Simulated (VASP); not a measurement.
# AlN (Cmc2_1) in VASP: a series of runs, part 2 of 2

VASP 6.6.1. The steps go on from the part before.

### 4 Single point, LDA

This run uses another cell than the first one, of 9.46 Å³/atom, 0.950 times its volume.

Contents of INCAR:

```
PREC = Accurate
ENCUT = 520
EDIFF = 1E-6
ISMEAR = 0
SIGMA = 0.05
LREAL = False
LASPH = True
NELM = 80
ALGO = Normal
ISIF = 2
LWAVE = False
LCHARG = False
NBANDS = 16
```

Contents of KPOINTS:

```
regular mesh
0
Gamma
  9 9 6
```

Contents of POSCAR:

```
AlN
1.0
    3.0115238416      0.0000000000      0.0000000000
   -1.5057619208      2.6080561509      0.0000000000
    0.0000000000      0.0000000000      4.8201746025
Al N
2 2
Direct
    0.3461934859      0.6923869718      0.0015212672
    0.6538065141      0.3076130282      0.5015212672
    0.3218578045      0.6437156091      0.3834787328
    0.6781421955      0.3562843909      0.8834787328
```

Potentials or basis: VASP PAW LDA potentials, release 64 (Al, N).

On the command line:

```
> cat potpaw_LDA.64/Al/POTCAR potpaw_LDA.64/N/POTCAR > POTCAR
> mpirun -np 1 vasp_std > vasp.out
```

OUTCAR:

```text
PREC = Accurate
   ENCUT = 520
   EDIFF = 1E-6
   ISMEAR = 0
   LREAL = False
   LASPH = True
   NELM = 80
   ISIF = 2

 ion  position               nearest neighbor table
   1  0.346  0.692  0.002-   4 1.82   4 1.83   4 1.83   3 1.85   2 2.90   2 2.90   2 3.01   2 3.01
                             2 3.01   2 3.01
   2  0.654  0.308  0.502-   3 1.82   3 1.83   3 1.83   4 1.85   1 2.90   1 2.90   1 3.01   1 3.01
                             1 3.01   1 3.01
   3  0.322  0.644  0.383-   2 1.82   2 1.83   2 1.83   1 1.85
   4  0.678  0.356  0.883-   1 1.82   1 1.83   1 1.83   2 1.85

  LATTYP: Found a hexagonal cell.
 ALAT       =     3.0115238416
 C/A-ratio  =     1.6005766037

  Lattice vectors:

 A1 = (   3.0115238416,   0.0000000000,   0.0000000000)
 A2 = (  -1.5057619208,   2.6080561509,   0.0000000000)
 A3 = (   0.0000000000,   0.0000000000,   4.8201746025)

Analysis of symmetry for initial positions (statically):
=====================================================================
 Subroutine PRICEL returns:
 Original cell was already a primitive cell.

 Routine SETGRP: Setting up the symmetry group for a
 hexagonal supercell.

 Subroutine GETGRP returns: Found  4 space group operations
[... 175 lines left out ...]
 fundamental gap:      4.8716763883
 Fermi energy:         7.1456485689

 k-point     1 :       0.0000    0.0000    0.0000
  band No.  band energies     occupation
      1      -8.7656      2.00000
      2      -6.2159      2.00000
      3       0.3771      2.00000
      4       5.9314      2.00000
      5       6.0016      2.00000
      6       6.5176      2.00000
[... 433 lines left out ...]
      3       1.6023      2.00000
      4       2.7090      2.00000
      5       3.3446      2.00000
      6       3.6250      2.00000
[... 8 lines left out ...]
     15      20.2573      0.00000
     16      22.4264      0.00000

 [... further k-points ...]

------------------------ aborting loop because EDIFF is reached ----------------------------------------

  FORCE on cell =-STRESS in cart. coord.  units (eV):
  Direction    XX          YY          ZZ          XY          YZ          ZX
  --------------------------------------------------------------------------------------
  -------------------------------------------------------------------------------------
  Total        4.7182424      4.5991420      4.3570203      0.0000000      0.0000000      0.0000000
  in kB      199.6755183    194.6352007    184.3886358      0.0000000      0.0000000      0.0000000
  external PRESSURE =     192.8997849 kB  Pullay stress =       0.0000000 kB

 VOLUME and BASIS-vectors are now :
 -----------------------------------------------------------------------------
  energy-cutoff  :      520.00
  volume of cell :       37.86
      direct lattice vectors                 reciprocal lattice vectors
     3.011523842  0.000000000  0.000000000     0.332057806  0.191713664  0.000000000
    -1.505761921  2.608056151  0.000000000     0.000000000  0.383427328  0.000000000
     0.000000000  0.000000000  4.820174602     0.000000000  0.000000000  0.207461364

 POSITION                                       TOTAL-FORCE (eV/Angst)
 -----------------------------------------------------------------------------------
      0.00000      1.80578      0.00733         0.000000     -0.424394      0.013671
      1.50576      0.80227      2.41742         0.000000      0.424394      0.013671
     -0.00000      1.67885      1.84843        -0.000000      0.126693     -0.013671
      1.50576      0.92921      4.25852         0.000000     -0.126693     -0.013671
 -----------------------------------------------------------------------------------
    total drift:                                0.000000      0.000000      0.001089

  FREE ENERGIE OF THE ION-ELECTRON SYSTEM (eV)
  ---------------------------------------------------
  free  energy   TOTEN  =       -32.6266191474 eV

  energy  without entropy=      -32.6266191474  energy(sigma->0) =      -32.62661915
```

OSZICAR:

```text
N       E                     dE             d eps       ncg     rms          rms(c)
DAV:   1     0.368243404145E+02    0.36824E+02   -0.74673E+03  3200   0.904E+02
DAV:   2    -0.352368726669E+02   -0.72061E+02   -0.66058E+02  4488   0.182E+02
DAV:   3    -0.381198234444E+02   -0.28830E+01   -0.28750E+01  3888   0.368E+01
DAV:   4    -0.381329818843E+02   -0.13158E-01   -0.13158E-01  4120   0.302E+00
DAV:   5    -0.381331037480E+02   -0.12186E-03   -0.12186E-03  3936   0.281E-01    0.130E+01
DAV:   6    -0.327610838292E+02    0.53720E+01   -0.11528E+01  3368   0.247E+01    0.463E+00
DAV:   7    -0.326880682949E+02    0.73016E-01   -0.58942E-01  4072   0.509E+00    0.296E+00
DAV:   8    -0.326297513155E+02    0.58317E-01   -0.63301E-02  3408   0.210E+00    0.343E-01
DAV:   9    -0.326265372157E+02    0.32141E-02   -0.50107E-03  4064   0.519E-01    0.203E-01
DAV:  10    -0.326266599335E+02   -0.12272E-03   -0.53885E-04  3608   0.148E-01    0.890E-02
DAV:  11    -0.326266192590E+02    0.40674E-04   -0.80652E-05  3816   0.671E-02    0.158E-02
DAV:  12    -0.326266191474E+02    0.11165E-06   -0.11360E-06  3192   0.827E-03
   1 F= -.32626619E+02 E0= -.32626619E+02  d E =-.990692E-13
```

stdout:

```text
POSCAR found type information on POSCAR AlN
 POSCAR found :  2 types and       4 ions
 scaLAPACK will be used
 LDA part: xc-table for (Slater(with rela. corr.)+CA(PZ))
 , standard interpolation
 POSCAR, INCAR and KPOINTS ok, starting setup
 FFT: planning ... GRIDC
 FFT: planning ... GRID_SOFT
 FFT: planning ... GRID
 WAVECAR not read
 entering main loop
```

Wall time 54 s (1 thread of AMD EPYC 7R43 (Zen 3), shared host); peak memory 0.13 GiB.

Results:

| Quantity | Value |
| --- | --- |
| Free energy | -32.6266 eV |
| Pressure | 19.3 GPa |
| Largest force | 0.425 eV/Å |
| Band gap on the k mesh | 4.87 eV, indirect (least direct gap 5.06 eV) |

Forces in eV/Å, atoms in the order of the input:
```
Al   0.000 -0.424  0.014
Al   0.000  0.424  0.014
N    0.000  0.127 -0.014
N    0.000 -0.127 -0.014
```

Stress tensor (GPa, compression positive):
```
19.97  0.00  0.00
 0.00 19.46  0.00
 0.00  0.00 18.44
```

Levels at points of the mesh, in eV from the valence-band top:
```csv
k point,band 4,band 5,band 6,band 7,band 8,band 9,band 10,band 11,band 12,band 13
"(0.00, 0.00, 0.00)",-0.99,-0.92,-0.40,-0.16,0.00,5.06,7.36,11.19,11.34,11.92
"(0.00, 0.00, 0.50)",-3.53,-0.66,-0.66,-0.60,-0.60,7.22,7.22,10.89,10.89,11.95
```

A k mesh can miss the band edges.

### 5 Single point, LDA

This run uses another cell than the first one, of 9.46 Å³/atom, 0.950 times its volume.

Contents of INCAR:

```
SYSTEM = AlN
ALGO = Normal ; EDIFF = 1E-6
ENCUT = 520 ; ISIF = 2
ISMEAR = 0 ; LASPH = .True.
LCHARG = .False. ; LREAL = .False.
LWAVE = .False. ; NBANDS = 16
NELM = 100 ; PREC = Accurate
SIGMA = 0.05
```

Contents of KPOINTS:

```
k-points
0
Gamma
  9 9 6
  0 0 0
```

Contents of POSCAR:

```
AlN
1.0
    3.0115238416      0.0000000000      0.0000000000
   -1.5057619208      2.6080561509      0.0000000000
    0.0000000000      0.0000000000      4.8201746025
Al N
2 2
Direct
    0.3269032571      0.6538065141      0.0015212672
    0.6730967429      0.3461934859      0.5015212672
    0.3390710977      0.6781421955      0.3834787328
    0.6609289023      0.3218578045      0.8834787328
```

Potentials or basis: VASP PAW LDA potentials, release 64 (Al, N).

On the command line:

```
> cat potpaw_LDA.64/Al/POTCAR potpaw_LDA.64/N/POTCAR > POTCAR
> mpirun -np 1 vasp_std > vasp.out
```

OUTCAR:

```text
SYSTEM = AlN
   EDIFF = 1E-6
   ENCUT = 520
   ISIF = 2
   ISMEAR = 0
   LASPH = .True.
   LREAL = .False.
   NELM = 100
   PREC = Accurate

 ion  position               nearest neighbor table
   1  0.327  0.654  0.002-   4 1.83   4 1.83   4 1.83   3 1.84   2 2.95   2 2.95   2 2.95   2 2.95
                             2 3.01   2 3.01
   2  0.673  0.346  0.502-   3 1.83   3 1.83   3 1.83   4 1.84   1 2.95   1 2.95   1 2.95   1 2.95
                             1 3.01   1 3.01
   3  0.339  0.678  0.383-   2 1.83   2 1.83   2 1.83   1 1.84
   4  0.661  0.322  0.883-   1 1.83   1 1.83   1 1.83   2 1.84

  LATTYP: Found a hexagonal cell.
 ALAT       =     3.0115238416
 C/A-ratio  =     1.6005766037

  Lattice vectors:

 A1 = (   3.0115238416,   0.0000000000,   0.0000000000)
 A2 = (  -1.5057619208,   2.6080561509,   0.0000000000)
 A3 = (   0.0000000000,   0.0000000000,   4.8201746025)

Analysis of symmetry for initial positions (statically):
=====================================================================
 Subroutine PRICEL returns:
 Original cell was already a primitive cell.

 Routine SETGRP: Setting up the symmetry group for a
 hexagonal supercell.

 Subroutine GETGRP returns: Found  4 space group operations
 (whereof  2 operations were pure point group operations)
 out of a pool of 24 trial point group operations.

The static configuration has the point symmetry C_1h.
 The point group associated with its full space group is C_2v.

Analysis of symmetry for dynamics (positions and initial velocities):
=====================================================================
 Subroutine PRICEL returns:
 Original cell was already a primitive cell.

 Routine SETGRP: Setting up the symmetry group for a
 hexagonal supercell.

 Subroutine GETGRP returns: Found  4 space group operations
 (whereof  2 operations were pure point group operations)
 out of a pool of 24 trial point group operations.

The dynamic configuration has the point symmetry C_1h.
 The point group associated with its full space group is C_2v.

[... 118 lines left out ...]
   EFERMI_NEDOS =   21; number of points for ismear=-14 and -15
   IALGO  =     38    algorithm
   IMIX   =      4    mixing-type and parameters
     AMIX     =   0.40;   BMIX     =  1.00
     AMIX_MAG =   1.60;   BMIX_MAG =  1.00
  volume/ion in A,a.u.               =       9.46        63.87
  Fermi-wavevector in a.u.,A,eV,Ry     =   1.228550  2.321623 20.535749  1.509335
  Thomas-Fermi vector in A             =   2.363471
   LORBIT       =      0    0 simple, 1 ext, 2 COOP (PROOUT), +10 PAW based schemes
   GGA     = CA    functional components
   LHFCALC =     F    Hartree Fock is set to
   AEXX    =    0.0000 exact exchange contribution
   IVDW    =     0    specifies the selected vdW correction
   LEPSILON=     F    determine dielectric tensor
   LRPA    =     F    only Hartree local field effects (RPA)
 non-spin polarized calculation
 Gauss-broadening in eV      SIGMA  =   0.05
  energy-cutoff  :      520.00
  volume of cell :       37.86
 maximum number of plane-waves:      1038
   NGX = 11   NGY = 11   NGZ = 17

 number of electron      15.9999999 magnetization

 Free energy of the ion-electron system (eV)
  ---------------------------------------------------
  ext. energy  EPLUGINS =         0.00000000
  ---------------------------------------------------
  free energy    TOTEN  =       -32.65364359 eV

  energy without entropy =      -32.65364359  energy(sigma->0) =      -32.65364359

 E-fermi :   7.1121     XC(G=0): -11.6804

 val. band max:        6.8930461243   @ k =   0.0000   0.0000   0.0000
 cond. band min:      11.8023734219   @ k =   0.3333   0.3333   0.0000
 fundamental gap:      4.9093272976
 Fermi energy:         7.1120726923

 k-point     1 :       0.0000    0.0000    0.0000
  band No.  band energies     occupation
      1      -8.7690      2.00000
      2      -6.2216      2.00000
      3       0.3723      2.00000
      4       5.9414      2.00000
      5       5.9842      2.00000
      6       6.5810      2.00000
[... 433 lines left out ...]
      3       1.4742      2.00000
      4       2.6873      2.00000
      5       3.4377      2.00000
      6       3.5366      2.00000
[... 8 lines left out ...]
     15      20.2631      0.00000
     16      22.4803      0.00000

 [... further k-points ...]
[... 5 lines left out ...]
  --------------------------------------------------------------------------------------
  -------------------------------------------------------------------------------------
  Total        4.7146907      4.6813670      4.3735083      0.0000000      0.0000000      0.0000000
  in kB      199.5252112    198.1149550    185.0864069      0.0000000      0.0000000      0.0000000
  external PRESSURE =     194.2421910 kB  Pullay stress =       0.0000000 kB

 VOLUME and BASIS-vectors are now :
 -----------------------------------------------------------------------------
  energy-cutoff  :      520.00
  volume of cell :       37.86
      direct lattice vectors                 reciprocal lattice vectors
     3.011523842  0.000000000  0.000000000     0.332057806  0.191713664  0.000000000
    -1.505761921  2.608056151  0.000000000     0.000000000  0.383427328  0.000000000
     0.000000000  0.000000000  4.820174602     0.000000000  0.000000000  0.207461364

 POSITION                                       TOTAL-FORCE (eV/Angst)
 -----------------------------------------------------------------------------------
      0.00000      1.70516      0.00733         0.000000      0.193115     -0.023599
      1.50576      0.90289      2.41742         0.000000     -0.193115     -0.023599
     -0.00000      1.76863      1.84843         0.000000     -0.071235      0.023599
      1.50576      0.83942      4.25852         0.000000      0.071235      0.023599
 -----------------------------------------------------------------------------------
    total drift:                                0.000000      0.000000      0.001102

  FREE ENERGIE OF THE ION-ELECTRON SYSTEM (eV)
  ---------------------------------------------------
  free  energy   TOTEN  =       -32.6536435885 eV

  energy  without entropy=      -32.6536435885  energy(sigma->0) =      -32.65364359
```

OSZICAR:

```text
N       E                     dE             d eps       ncg     rms          rms(c)
DAV:   1     0.367078293608E+02    0.36708E+02   -0.74686E+03  3200   0.904E+02
DAV:   2    -0.352706633606E+02   -0.71978E+02   -0.66136E+02  4504   0.182E+02
DAV:   3    -0.381556648231E+02   -0.28850E+01   -0.28773E+01  3880   0.368E+01
DAV:   4    -0.381688243513E+02   -0.13160E-01   -0.13159E-01  4104   0.302E+00
DAV:   5    -0.381689471901E+02   -0.12284E-03   -0.12284E-03  3912   0.282E-01    0.130E+01
DAV:   6    -0.327888034663E+02    0.53801E+01   -0.11534E+01  3344   0.247E+01    0.463E+00
DAV:   7    -0.327150476516E+02    0.73756E-01   -0.58566E-01  4032   0.509E+00    0.296E+00
DAV:   8    -0.326567465117E+02    0.58301E-01   -0.62693E-02  3416   0.209E+00    0.343E-01
DAV:   9    -0.326535614024E+02    0.31851E-02   -0.49081E-03  4008   0.514E-01    0.202E-01
DAV:  10    -0.326536838196E+02   -0.12242E-03   -0.53242E-04  3656   0.146E-01    0.884E-02
DAV:  11    -0.326536437233E+02    0.40096E-04   -0.79219E-05  3848   0.665E-02    0.158E-02
DAV:  12    -0.326536435885E+02    0.13481E-06   -0.11232E-06  3144   0.824E-03
   1 F= -.32653644E+02 E0= -.32653644E+02  d E =-.269190E-12
```

Run time: 68 s. Hardware: 1 thread of AMD EPYC 7R43 (Zen 3), shared host; peak memory 0.13 GiB.

What came out:

```yaml
Free_energy: -32.6536 eV
Pressure: 19.4 GPa
Largest_force: 0.195 eV/Å
Band_gap_on_the_k_mesh: 4.91 eV, indirect (least direct gap 5.10 eV)
```

Forces in eV/Å, atoms in the order of the input:
```
Al   0.000  0.193 -0.024
Al   0.000 -0.193 -0.024
N    0.000 -0.071  0.024
N    0.000  0.071  0.024
```

Levels at points of the mesh, in eV from the valence-band top:
```csv
k point,band 6,band 7,band 8,band 9,band 10,band 11
"(0.00, 0.00, 0.00)",-0.31,-0.20,0.00,5.10,7.40,11.26
"(0.00, 0.00, 0.50)",-0.62,-0.59,-0.59,7.27,7.27,10.94
```

### 6 Single point, LDA

This run uses another cell than the first one, of 9.46 Å³/atom, 0.950 times its volume.

Contents of INCAR:

```
PREC = Accurate ; ENCUT = 520
EDIFF = 1E-7 ; ISMEAR = 0
SIGMA = 0.05 ; LREAL = F
LASPH = T ; NELM = 60
ALGO = Normal ; ISIF = 2
LWAVE = F ; LCHARG = F
NBANDS = 16
```

Contents of KPOINTS:

```
Automatic mesh
0
Gamma
  9 9 6
```

Contents of POSCAR:

```
AlN
1.0
    3.0115238416      0.0000000000      0.0000000000
   -1.5057619208      2.6080561509      0.0000000000
    0.0000000000      0.0000000000      4.8201746025
Al N
2 2
Direct
    0.3397634096      0.6795268192      0.0015212672
    0.6602365904      0.3204731808      0.5015212672
    0.3275955689      0.6551911379      0.3834787328
    0.6724044311      0.3448088621      0.8834787328
```

Potentials or basis: VASP PAW LDA potentials, release 64 (Al, N).

On the command line:

```
> cat potpaw_LDA.64/Al/POTCAR potpaw_LDA.64/N/POTCAR > POTCAR
> mpirun -np 1 vasp_std > vasp.out
```

Wall time 69 s (1 thread of AMD EPYC 7R43 (Zen 3), shared host); peak memory 0.13 GiB.

Results (log left out):

| Quantity | Value |
| --- | --- |
| Free energy | -32.6535 eV |
| Pressure | 19.4 GPa |
| Largest force | 0.207 eV/Å |
| Band gap on the k mesh | 4.91 eV, indirect (least direct gap 5.10 eV) |

Forces in eV/Å, atoms in the order of the input:
```
Al   0.000 -0.206 -0.024
Al   0.000  0.206 -0.024
N    0.000  0.066  0.024
N    0.000 -0.066  0.024
```

Stress tensor (GPa, compression positive):
```
19.96  0.00  0.00
 0.00 19.85  0.00
 0.00  0.00 18.54
```

Levels at points of the mesh, in eV from the valence-band top:
```tsv
k point	band 4	band 5	band 6	band 7	band 8	band 9	band 10	band 11	band 12	band 13
(0.00, 0.00, 0.00)	-0.95	-0.91	-0.32	-0.20	0.00	5.10	7.40	11.26	11.50	11.79
(0.00, 0.00, 0.50)	-3.51	-0.62	-0.62	-0.59	-0.59	7.27	7.27	10.94	10.94	11.98
```

A k mesh can miss the band edges.
